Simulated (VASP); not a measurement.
# SnO2 (Pnnm) in VASP: notebook, part 2 of 2

VASP 6.6.1.

### 3 Single point, LDA (atoms shifted along a free coordinate)

The input, INCAR:

```
ALGO = Normal
EDIFF = 1E-6
ENCUT = 520
ISIF = 2
ISMEAR = 0
LASPH = T
LCHARG = T
LELF = T
LREAL = F
LVHAR = T
LWAVE = F
NBANDS = 35
NELM = 60
PREC = Accurate
SIGMA = 0.05
```

The input, KPOINTS:

```
k-points
0
Gamma
  6 6 8
```

The input, POSCAR:

```
SnO2
1.0
    4.6665314825      0.0000000000      0.0000000000
    0.0000000000      4.6671047442      0.0000000000
    0.0000000000      0.0000000000      3.1527341536
Sn O
2 4
Direct
    0.5000000000      0.5000000000      0.5000000000
    0.0000000000      0.0000000000      0.0000000000
    0.3059833077      0.3191552360      0.0000000000
    0.8059833077      0.1808447640      0.5000000000
    0.1940166923      0.8191552360      0.5000000000
    0.6940166923      0.6808447640      0.0000000000
```

Potentials or basis: VASP PAW LDA potentials, release 64 (Sn_d, O).

Started as:

```
$ cat potpaw_LDA.64/Sn_d/POTCAR potpaw_LDA.64/O/POTCAR > POTCAR
$ mpirun -np 1 vasp_std > vasp.out
```

OUTCAR:

```text
EDIFF = 1E-6
   ENCUT = 520
   ISIF = 2
   ISMEAR = 0
   LASPH = T
   LREAL = F
   NELM = 60
   PREC = Accurate

 ion  position               nearest neighbor table
   1  0.500  0.500  0.500-   6 2.00   6 2.00   3 2.00   3 2.00   5 2.06   4 2.06   2 3.66   2 3.66
                             2 3.66   2 3.66   2 3.66   2 3.66   2 3.66   2 3.66
   2  0.000  0.000  0.000-   4 2.00   4 2.00   5 2.00   5 2.00   3 2.06   6 2.06   1 3.66   1 3.66
                             1 3.66   1 3.66   1 3.66   1 3.66   1 3.66   1 3.66
   3  0.306  0.319  0.000-   1 2.00   1 2.00   2 2.06
   4  0.806  0.181  0.500-   2 2.00   2 2.00   1 2.06
   5  0.194  0.819  0.500-   2 2.00   2 2.00   1 2.06
   6  0.694  0.681  0.000-   1 2.00   1 2.00   2 2.06

  LATTYP: Found a simple orthorhombic cell.
 ALAT       =     3.1527341536
 B/A-ratio  =     1.4801538142
 C/A-ratio  =     1.4803356442

  Lattice vectors:

 A1 = (   0.0000000000,   0.0000000000,   3.1527341536)
 A2 = (   4.6665314825,   0.0000000000,   0.0000000000)
 A3 = (   0.0000000000,   4.6671047442,   0.0000000000)

Analysis of symmetry for initial positions (statically):
=====================================================================
 Subroutine PRICEL returns:
 Original cell was already a primitive cell.

 Routine SETGRP: Setting up the symmetry group for a
 simple orthorhombic supercell.

 Subroutine GETGRP returns: Found  8 space group operations
 (whereof  4 operations were pure point group operations)
 out of a pool of  8 trial point group operations.

The static configuration has the point symmetry C_2h.
 The point group associated with its full space group is D_2h.

Analysis of symmetry for dynamics (positions and initial velocities):
=====================================================================
 Subroutine PRICEL returns:
 Original cell was already a primitive cell.

 Routine SETGRP: Setting up the symmetry group for a
 simple orthorhombic supercell.

[... 129 lines left out ...]
   EFERMI_NEDOS =   21; number of points for ismear=-14 and -15
   IALGO  =     38    algorithm
   IMIX   =      4    mixing-type and parameters
     AMIX     =   0.40;   BMIX     =  1.00
     AMIX_MAG =   1.60;   BMIX_MAG =  1.00
  volume/ion in A,a.u.               =      11.44        77.23
  Fermi-wavevector in a.u.,A,eV,Ry     =   1.492220  2.819887 30.296380  2.226721
  Thomas-Fermi vector in A             =   2.604776
   LORBIT       =      0    0 simple, 1 ext, 2 COOP (PROOUT), +10 PAW based schemes
   GGA     = CA    functional components
   LHFCALC =     F    Hartree Fock is set to
   AEXX    =    0.0000 exact exchange contribution
   IVDW    =     0    specifies the selected vdW correction
   LEPSILON=     F    determine dielectric tensor
   LRPA    =     F    only Hartree local field effects (RPA)
 non-spin polarized calculation
 Gauss-broadening in eV      SIGMA  =   0.05
  energy-cutoff  :      520.00
  volume of cell :       68.66
 maximum number of plane-waves:      1883
 NGX is ok and might be reduce to    36
   NGX = 17   NGY = 17   NGZ = 11

 number of electron      51.9999983 magnetization

 Free energy of the ion-electron system (eV)
  ---------------------------------------------------
  ext. energy  EPLUGINS =         0.00000000
  ---------------------------------------------------
  free energy    TOTEN  =       -42.07034729 eV

  energy without entropy =      -42.07034729  energy(sigma->0) =      -42.07034729

 E-fermi :   6.5340     XC(G=0): -12.0082

 val. band max:        6.3335760439   @ k =   0.0000   0.0000   0.0000
 cond. band min:       8.0896214495   @ k =   0.0000   0.0000   0.0000
 fundamental gap:      1.7560454056
 Fermi energy:         6.5339981466

 k-point     1 :       0.0000    0.0000    0.0000
  band No.  band energies     occupation
      1     -14.7261      2.00000
      2     -14.0187      2.00000
      3     -13.5062      2.00000
      4     -13.5022      2.00000
      5     -13.4919      2.00000
      6     -13.3334      2.00000
[... 901 lines left out ...]
     34      18.6713      0.00000
     35      19.2319      0.00000

 [... further k-points ...]
[... 5 lines left out ...]
  --------------------------------------------------------------------------------------
  -------------------------------------------------------------------------------------
  Total        4.1278002      3.9157710      6.8905756     -0.0000000      0.0000000      0.0000000
  in kB       96.3163793     91.3689788    160.7818365     -0.0000000      0.0000000      0.0000000
  external PRESSURE =     116.1557315 kB  Pullay stress =       0.0000000 kB

 VOLUME and BASIS-vectors are now :
 -----------------------------------------------------------------------------
  energy-cutoff  :      520.00
  volume of cell :       68.66
      direct lattice vectors                 reciprocal lattice vectors
     4.666531482  0.000000000  0.000000000     0.214291922  0.000000000  0.000000000
     0.000000000  4.667104744  0.000000000     0.000000000  0.214265600  0.000000000
     0.000000000  0.000000000  3.152734154     0.000000000  0.000000000  0.317185006

 POSITION                                       TOTAL-FORCE (eV/Angst)
 -----------------------------------------------------------------------------------
      2.33327      2.33355      1.57637        -0.000000     -0.000000      0.000000
      0.00000      0.00000      0.00000        -0.000000     -0.000000      0.000000
      1.42788      1.48953      0.00000        -0.940464     -0.925110      0.000000
      3.76115      0.84402      1.57637        -0.940464      0.925110      0.000000
      0.90539      3.82308      1.57637         0.940464     -0.925110     -0.000000
      3.23865      3.17757      0.00000         0.940464      0.925110     -0.000000
 -----------------------------------------------------------------------------------
    total drift:                                0.000000     -0.000000      0.000000

  FREE ENERGIE OF THE ION-ELECTRON SYSTEM (eV)
  ---------------------------------------------------
  free  energy   TOTEN  =       -42.0703472916 eV

  energy  without entropy=      -42.0703472916  energy(sigma->0) =      -42.07034729
```

It took 64 s on 1 thread of Intel Xeon 6975P-C (Granite Rapids), shared host; peak memory 0.25 GiB.

What came out:

```yaml
Free_energy: -42.0703 eV
Pressure: 11.6 GPa
Largest_force: 1.319 eV/Å
Band_gap_on_the_k_mesh: 1.76 eV
```

Forces on the atoms (eV/Å):
```
Sn   0.000  0.000  0.000
Sn   0.000  0.000  0.000
O   -0.940 -0.925  0.000
O   -0.940  0.925  0.000
O    0.940 -0.925  0.000
O    0.940  0.925  0.000
```

Stress tensor (GPa, compression positive):
```
 9.63  0.00  0.00
 0.00  9.14  0.00
 0.00  0.00 16.08
```

Caveat: the cell differs from its parent crystal (atoms shifted along a free coordinate); the stress differs along the axes, from 9 to 16 GPa; spin-orbit coupling is left out, which moves the levels of the heavy elements; forces of over 1 eV/Å act on the atoms, so gaps and moduli don't describe the material at rest.

### 4 Single point, LDA (atoms shifted along a free coordinate)

The input, INCAR:

```
PREC     = Accurate       # precision mode
ENCUT    = 520            # plane-wave cutoff, eV
EDIFF    = 1E-6           # SCF threshold, eV
ISMEAR   = 0              # smearing method
SIGMA    = 0.05           # smearing width, eV
LREAL    = False          # projectors in reciprocal space
LASPH    = True           # aspherical terms in the spheres
NELM     = 80             # most SCF steps
ALGO     = Normal         # electronic algorithm
ISIF     = 2              # what is computed and relaxed
LWAVE    = False          # write WAVECAR
LCHARG   = False          # write CHGCAR
GGA      = CA             # functional
NBANDS   = 35             # bands
```

The input, KPOINTS:

```
regular mesh
0
Gamma
  6 6 8
```

POSCAR, as its differences from that of step 3:

```diff
@@ -2,5 +2,5 @@
 1.0
-    4.6665314825      0.0000000000      0.0000000000
-    0.0000000000      4.6671047442      0.0000000000
-    0.0000000000      0.0000000000      3.1527341536
+    4.7767255581      0.0000000000      0.0000000000
+    0.0000000000      4.7773123567      0.0000000000
+    0.0000000000      0.0000000000      3.2271818729
 Sn O
```

Started as:

```
$ cat potpaw_LDA.64/Sn_d/POTCAR potpaw_LDA.64/O/POTCAR > POTCAR
$ mpirun -np 1 vasp_std > vasp.out
```

Wall time 4.3 min (1 thread of AMD EPYC 7R13, shared host); peak memory 0.24 GiB.

The run converged. Its results:

| Quantity | Value |
| --- | --- |
| Free energy | -42.1751 eV |
| Pressure | -4.3 GPa |
| Largest force | 0.851 eV/Å |
| Band gap on the k mesh | 0.94 eV |

Forces on the atoms (eV/Å):
```
Sn   0.000  0.000  0.000
Sn   0.000  0.000  0.000
O   -0.581 -0.622  0.000
O   -0.581  0.622  0.000
O    0.581 -0.622  0.000
O    0.581  0.622  0.000
```

Stress tensor (GPa, compression positive):
```
-4.16  0.00  0.00
 0.00 -4.37  0.00
 0.00  0.00 -4.37
```

Levels at points of the mesh, in eV from the valence-band top:
| k point | band 23 | band 24 | band 25 | band 26 | band 27 | band 28 | band 29 | band 30 |
| --- | --- | --- | --- | --- | --- | --- | --- | --- |
| (0.00, 0.00, 0.00) | -1.22 | -0.74 | -0.72 | 0.00 | 0.94 | 5.44 | 5.98 | 6.02 |
| (0.50, 0.00, 0.00) | -1.21 | -1.21 | -0.60 | -0.60 | 3.97 | 3.97 | 6.46 | 6.46 |
| (0.00, 0.50, 0.00) | -1.21 | -1.21 | -0.68 | -0.68 | 4.05 | 4.05 | 6.68 | 6.68 |
| (0.50, 0.50, 0.00) | -1.32 | -1.32 | -0.84 | -0.84 | 4.25 | 4.25 | 7.02 | 7.02 |
| (0.00, 0.00, 0.50) | -1.59 | -1.59 | -1.24 | -1.24 | 5.86 | 5.86 | 9.37 | 9.37 |
| (0.50, 0.00, 0.50) | -1.02 | -1.02 | -0.71 | -0.71 | 6.15 | 6.15 | 7.67 | 7.67 |
| (0.00, 0.50, 0.50) | -1.09 | -1.09 | -0.66 | -0.66 | 6.11 | 6.11 | 7.57 | 7.57 |
| (0.50, 0.50, 0.50) | -1.02 | -1.02 | -0.78 | -0.78 | 4.77 | 4.77 | 8.28 | 8.28 |

Caveat: the cell differs from its parent crystal (atoms shifted along a free coordinate); the cell stands under tension; spin-orbit coupling is left out, which moves the levels of the heavy elements.

### 5 Overview

| cell | gap on the mesh (eV) | pressure (GPa) | largest force (eV/Å) |
| --- | --- | --- | --- |
| a = 4.667, b = 4.667, c = 3.153 Å, 6 atoms, atomic positions A | 1.44 | 8.8 | 2.06 |
| a = 4.667, b = 4.667, c = 3.153 Å, 6 atoms, atomic positions B | 1.76 | 11.6 | 1.32 |
| a = 4.777, b = 4.777, c = 3.227 Å, 6 atoms, atomic positions B | 0.94 | -4.3 | 0.85 |

Alike in all rows: task single point; level LDA; potentials or basis VASP PAW LDA potentials, release 64 (Sn_d, O); no spin polarisation; k mesh 6 × 6 × 8; cutoff (eV) 520; smearing gaussian 0.05 eV.

Caveats: spin-orbit coupling is left out, which moves the levels of the heavy elements; forces of over 1 eV/Å act on the atoms, so gaps and moduli don't describe the material at rest (at least some runs); the stress differs along the axes, from 5 to 13 GPa (at least some runs); the stress differs along the axes, from 9 to 16 GPa (at least some runs); the cell stands under tension (at least some runs).

Total energies depend on the potentials used, so only differences within one code and one set of settings carry meaning.
